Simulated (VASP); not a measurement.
Write the native input for VASP 6.6.1 that does the following.

```yaml
Task: single point
Functional: PBEsol
Potentials_or_basis: VASP PAW PBE potentials, release 64 (Ti_sv, Al)
Cutoff: 520 eV
k_mesh: 7 × 7 × 7
Occupations: fermi-dirac, width 0.05 eV
Spin: no spin polarisation
Dipole_correction: no
Further_INCAR_settings: ALGO = Normal; EDIFF = 1e-06; NBANDS = 28
```

The structure of Ti3Al lies in POSCAR:

```
Ti3Al
1.0
    0.0000000000      3.1658077740      3.1658077740
    3.1658077740      0.0000000000      3.1658077740
    3.1658077740      3.1658077740      0.0000000000
Ti Al
3 1
Direct
    0.0000000000      0.0000000000      0.0000000000
    0.2500000000      0.2500000000      0.2500000000
    0.7500000000      0.7500000000      0.7500000000
    0.5000000000      0.5000000000      0.5000000000
```

One way to write it, as run:

INCAR

```
PREC = Accurate ; ENCUT = 520
EDIFF = 1E-6 ; ISMEAR = -1
SIGMA = 0.05 ; LREAL = False
LASPH = True ; NELM = 80
ALGO = Normal ; ISIF = 2
LWAVE = False ; LCHARG = False
GGA = PS ; NBANDS = 28
```

KPOINTS

```
regular mesh
0
Gamma
  7 7 7
```

Potentials or basis: VASP PAW PBE potentials, release 64 (Ti_sv, Al).

Run with:

```sh
$ cat potpaw_PBE.64/Ti_sv/POTCAR potpaw_PBE.64/Al/POTCAR > POTCAR
$ mpirun -np 1 vasp_std > vasp.out
```

It gave:

- Pressure: 2.2 GPa
- Band gap on the k mesh: zero (an odd number of electrons rules out a gap without spin polarisation)

Caveat: the PAW data sets were made with another functional, which shifts forces and pressure a little.

It took 24 s on 1 thread of Intel(R) Xeon(R) 6975P-C (Granite Rapids), with other jobs on the host, peak memory 0.21 GiB.
